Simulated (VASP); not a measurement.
# CoSn (P6/mmm) in VASP: notebook, part 2 of 2

VASP 6.6.1. Earlier steps stand in the parts before.

## (5) Relaxation of cell and atoms, PBE, target pressure 2 GPa, at which the enthalpy is minimised

This run uses another cell than the first one, of 16.80 Å³/atom.

The input, INCAR:

```
SYSTEM = CoSn
PREC = Accurate
ENCUT = 600
EDIFF = 1E-6
ISMEAR = 0
SIGMA = 0.1
LREAL = .False.
LASPH = .True.
NELM = 80
ALGO = Fast
ISIF = 3
LWAVE = .False.
LCHARG = .False.
GGA = PE
IBRION = 2
NSW = 70
EDIFFG = -0.008
PSTRESS = 20.0
```

The input, KPOINTS:

```
Automatic mesh
0
Gamma
  12 12 8
  0 0 0
```

The input, POSCAR:

```
CoSn
1.0
    5.2623623755      0.0000000000      0.0000000000
   -2.6311811877      4.5573395011      0.0000000000
    0.0000000000      0.0000000000      4.2029546767
Co Sn
3 3
Direct
    0.0000000000      0.5000000000      0.0000000000
    0.5000000000      0.5000000000      0.0000000000
    0.5000000000      0.0000000000      0.0000000000
    0.6666666667      0.3333333333      0.5000000000
    0.3333333333      0.6666666667      0.5000000000
    0.0000000000      0.0000000000      0.0000000000
```

Potentials or basis: VASP PAW PBE potentials, release 64 (Co, Sn_d).

On the command line:

```sh
cat potpaw_PBE.64/Co/POTCAR potpaw_PBE.64/Sn_d/POTCAR > POTCAR
mpirun -np 1 vasp_std > vasp.out
```

OUTCAR:

```text
SYSTEM = CoSn
   PREC = Accurate
   ENCUT = 600
   EDIFF = 1E-6
   ISMEAR = 0
   LREAL = .False.
   LASPH = .True.
   NELM = 80
   ISIF = 3
   GGA = PE
   IBRION = 2
   NSW = 70
   EDIFFG = -0.008
   PSTRESS = 20.0

 ion  position               nearest neighbor table
   1  0.000  0.500  0.000-   4 2.59   5 2.59   4 2.59   5 2.59   6 2.63   6 2.63   2 2.63   2 2.63
                             3 2.63   3 2.63
   2  0.500  0.500  0.000-   4 2.59   5 2.59   4 2.59   5 2.59   3 2.63   3 2.63   1 2.63   1 2.63
                             6 2.63   6 2.63
   3  0.500  0.000  0.000-   4 2.59   5 2.59   4 2.59   5 2.59   2 2.63   2 2.63   6 2.63   6 2.63
                             1 2.63   1 2.63
   4  0.667  0.333  0.500-   3 2.59   3 2.59   1 2.59   1 2.59   2 2.59   2 2.59   5 3.04   5 3.04
                             5 3.04   6 3.69   6 3.69   6 3.69   6 3.69   6 3.69   6 3.69
   5  0.333  0.667  0.500-   3 2.59   3 2.59   1 2.59   1 2.59   2 2.59   2 2.59   4 3.04   4 3.04
                             4 3.04   6 3.69   6 3.69   6 3.69   6 3.69   6 3.69   6 3.69
   6  0.000  0.000  0.000-   1 2.63   1 2.63   3 2.63   3 2.63   2 2.63   2 2.63   5 3.69   4 3.69
                             5 3.69   4 3.69   4 3.69   4 3.69   5 3.69   5 3.69   4 3.69   5 3.69

  LATTYP: Found a hexagonal cell.
 ALAT       =     5.2623623755
 C/A-ratio  =     0.7986821083

  Lattice vectors:

 A1 = (   5.2623623755,   0.0000000000,   0.0000000000)
 A2 = (  -2.6311811877,   4.5573395011,   0.0000000000)
 A3 = (   0.0000000000,   0.0000000000,   4.2029546767)

Analysis of symmetry for initial positions (statically):
=====================================================================
[... 169 lines left out ...]
 maximum number of plane-waves:      3401
   NGX = 21   NGY = 21   NGZ = 17

--------------------------------------- Ionic step        1  -------------------------------------------

 number of electron      69.0000023 magnetization

 Free energy of the ion-electron system (eV)
  ---------------------------------------------------
  ext. energy  EPLUGINS =         0.00000000
  ---------------------------------------------------
  free energy    TOTEN  =       -33.24419150 eV

  energy without entropy =      -33.23216154  energy(sigma->0) =      -33.23817652

 E-fermi :  10.0110     XC(G=0): -11.8065

 val. band max:        9.9965923634   @ k =   0.3333   0.0000   0.1250
 cond. band min:      10.0402470738   @ k =   0.2500  -0.0000   0.0000
 fundamental gap:      0.0436547104
 Fermi energy:        10.0110069578

 k-point     1 :       0.0000    0.0000    0.0000
  band No.  band energies     occupation
      1     -11.4981      2.00000
      2     -11.3840      2.00000
      3     -11.3840      2.00000
      4     -11.3619      2.00000
      5     -11.3619      2.00000
      6     -11.2668      2.00000
[... 1130 lines left out ...]
--------------------------------------- Ionic step        3  -------------------------------------------

 number of electron      69.0000022 magnetization

 Free energy of the ion-electron system (eV)
  ---------------------------------------------------
  ext. energy  EPLUGINS =         0.00000000
  ---------------------------------------------------
  free energy    TOTEN  =       -33.24914316 eV

  energy without entropy =      -33.23706959  energy(sigma->0) =      -33.24310637

 E-fermi :   9.9629     XC(G=0): -11.7881

 val. band max:        9.9482558978   @ k =   0.3333   0.0000   0.1250
 cond. band min:       9.9921056843   @ k =   0.2500  -0.0000   0.0000
 fundamental gap:      0.0438497866
 Fermi energy:         9.9629368392

 k-point     1 :       0.0000    0.0000    0.0000
  band No.  band energies     occupation
      1     -11.5457      2.00000
      2     -11.4319      2.00000
      3     -11.4319      2.00000
      4     -11.4075      2.00000
      5     -11.4075      2.00000
      6     -11.3119      2.00000
[... 1084 lines left out ...]
  energy  without entropy=      -33.2370695889  energy(sigma->0) =      -33.24310637

  enthalpy is  TOTEN    =       -31.9865084457 eV   P V=        1.2626347114

 reached required accuracy - stopping structural energy minimisation
```

CONTCAR:

```text
CoSn
   1.00000000000000
     5.2687262019332302    0.0000000000003109   -0.0000000000000000
    -2.6343631009162856    4.5628507364562685    0.0000000000000000
    -0.0000000000000000   -0.0000000000000000    4.2074253457545945
  Co              Sn
     3     3
Direct
     0.0000000000000000    0.5000000000000000    1.0000000000000000
     0.5000000000000000    0.5000000000000000    1.0000000000000000
     0.5000000000000000    0.0000000000000000    1.0000000000000000
     0.6666666667000030    0.3333333332999970    0.5000000000000000
     0.3333333332999970    0.6666666667000030    0.5000000000000000
     0.0000000000000000    0.0000000000000000    1.0000000000000000

  0.00000000E+00  0.00000000E+00  0.00000000E+00
  0.00000000E+00  0.00000000E+00  0.00000000E+00
  0.00000000E+00  0.00000000E+00  0.00000000E+00
  0.00000000E+00  0.00000000E+00  0.00000000E+00
  0.00000000E+00  0.00000000E+00  0.00000000E+00
  0.00000000E+00  0.00000000E+00  0.00000000E+00
```

Run time: 24 min. Hardware: 1 thread of Intel Xeon 8259CL, shared host; peak memory 0.54 GiB.

Results:

```yaml
Free_energy: -33.2491 eV
Relaxed_volume: 16.86 Å³/atom
Relaxed_cell: a = 5.269 Å, b = 5.269 Å, c = 4.207 Å, α = 90.00°, β = 90.00°, γ = 120.00°
Space_group_after_relaxing_to_0.1_Å: P6/mmm (No. 191)
Energy_change_on_relaxing_the_run_minimises_the_enthalpy: -0.8 meV/atom
Ionic_steps: 3
Pressure_after_relaxing: 2.0 GPa
Band_gap_on_the_k_mesh: zero (an odd number of electrons rules out a gap without spin polarisation)
```

Step by step:
```csv
step,energy change (eV),largest force (eV/Å),pressure (GPa),volume (Å³)
1,0.0000,0.0000,2.56,100.80
2,-0.0102,0.0000,1.37,101.65
3,-0.0050,0.0000,2.03,101.15
```

Final structure:
```xyz
6
Lattice="5.2687 0.0000 0.0000 -2.6344 4.5629 0.0000 0.0000 0.0000 4.2074" Properties=species:S:1:pos:R:3 pbc="T T T"
Co   -1.3172    2.2814    4.2074
Co    1.3172    2.2814    4.2074
Co    2.6344    0.0000    4.2074
Sn    2.6344    1.5210    2.1037
Sn    0.0000    3.0419    2.1037
Sn    0.0000    0.0000    4.2074
```

Caveat: the cell is relaxed towards a set pressure, so the run minimises the enthalpy, not the energy; spin-orbit coupling is left out, which moves the levels of the heavy elements; the run has no spin polarisation, though such a crystal can be magnetic. Spin polarisation is off, so any magnetic state and its effect on volume and gap are missing.

## (6) Relaxation of shape and atoms at fixed volume, PBE (16.10 Å³/atom)

This run uses another cell than the first one, of 16.10 Å³/atom.

The input, INCAR:

```
SYSTEM = CoSn
  ALGO = Normal
  EDIFF = 1E-7
  EDIFFG = -0.01
  ENCUT = 600
  GGA = PE
  GGA_COMPAT = .FALSE.
  IBRION = 2
  ISIF = 4
  ISMEAR = 0
  LASPH = .TRUE.
  LCHARG = .FALSE.
  LREAL = .FALSE.
  LWAVE = .FALSE.
  NELM = 120
  NELMIN = 4
  NSW = 50
  PREC = Accurate
  SIGMA = 0.1
```

The input, KPOINTS:

```
k-points
0
G
  12 12 8
  0 0 0
```

Changes to POSCAR since step 5:

```diff
@@ -2,5 +2,5 @@
 1.0
-    5.2623623755      0.0000000000      0.0000000000
-   -2.6311811877      4.5573395011      0.0000000000
-    0.0000000000      0.0000000000      4.2029546767
+    5.1884610938      0.0000000000      0.0000000000
+   -2.5942305469      4.4933391138      0.0000000000
+    0.0000000000      0.0000000000      4.1439310428
 Co Sn
```

Potentials or basis: VASP PAW PBE potentials, release 64 (Co, Sn_d).

On the command line:

```sh
cat potpaw_PBE.64/Co/POTCAR potpaw_PBE.64/Sn_d/POTCAR > POTCAR
mpirun -np 1 vasp_std > vasp.out
```

It took 16 min on 1 thread of Oxide Virtual Turin-like, shared host; peak memory 0.47 GiB.

The run converged. Its results:

```yaml
Free_energy: -33.0953 eV
Pressure_after_relaxing: 9.1 GPa
Band_gap_on_the_k_mesh: zero (an odd number of electrons rules out a gap without spin polarisation)
```

Stress tensor (GPa, compression positive):
```
9.09 0.00 0.00
0.00 9.09 0.00
0.00 0.00 9.01
```

Final structure:
```
CELL_PARAMETERS angstrom
5.18846 0.00000 0.00000
-2.59423 4.49334 0.00000
0.00000 0.00000 4.14393
ATOMIC_POSITIONS crystal
Co 0.00000 0.50000 0.00000
Co 0.50000 0.50000 0.00000
Co 0.50000 0.00000 0.00000
Sn 0.66667 0.33333 0.50000
Sn 0.33333 0.66667 0.50000
Sn 0.00000 0.00000 0.00000
```

Levels at points of the mesh, in eV from the Fermi level:
```
           k point  band 32  band 33  band 34  band 35  band 36  band 37
(0.00, 0.00, 0.00)    -0.45    -0.41    -0.41     0.57     0.75     1.49
(0.50, 0.00, 0.00)    -0.43    -0.43     0.79     1.08     1.86     1.90
(0.00, 0.00, 0.50)    -0.53    -0.51    -0.51    -0.40    -0.40    -0.16
(0.50, 0.00, 0.50)    -0.71    -0.52    -0.45    -0.41    -0.10     0.46
```

Caveat: spin-orbit coupling is left out, which moves the levels of the heavy elements; the run has no spin polarisation, though such a crystal can be magnetic. Spin polarisation is off, so any magnetic state and its effect on volume and gap are missing.

## (7) Overview

```tsv
task	cell	k mesh	gap on the mesh (eV)	pressure (GPa)
relaxation of shape and atoms at fixed volume	relaxed from a = 5.349, b = 5.349, c = 4.272 Å, angles 90.0, 90.0, 120.0°, 6 atoms	9 × 9 × 8	none	-3.6
relaxation of shape and atoms at fixed volume	relaxed from a = 5.400, b = 5.400, c = 4.313 Å, angles 90.0, 90.0, 120.0°, 6 atoms	9 × 9 × 8	none	-6.5
relaxation of shape and atoms at fixed volume	relaxed from a = 5.468, b = 5.468, c = 4.367 Å, angles 90.0, 90.0, 120.0°, 6 atoms	9 × 9 × 8	none	-9.7
relaxation of cell and atoms	relaxed to 2 GPa from a = 5.262, b = 5.262, c = 4.203 Å, angles 90.0, 90.0, 120.0°, 6 atoms	12 × 12 × 8	none	2.0
relaxation of shape and atoms at fixed volume	relaxed from a = 5.188, b = 5.188, c = 4.144 Å, angles 90.0, 90.0, 120.0°, 6 atoms	12 × 12 × 8	none	9.1
```

Alike in all rows: level PBE; potentials or basis VASP PAW PBE potentials, release 64 (Co, Sn_d); no spin polarisation; cutoff (eV) 600; smearing gaussian 0.1 eV.

Caveats: spin-orbit coupling is left out, which moves the levels of the heavy elements; the run has no spin polarisation, though such a crystal can be magnetic; the cell is relaxed towards a set pressure, so the run minimises the enthalpy, not the energy (at least some runs).

Total energies depend on the potentials used, so only differences within one code and one set of settings carry meaning.

The gap in the log of VASP goes by the Fermi energy; the results here count the filled bands.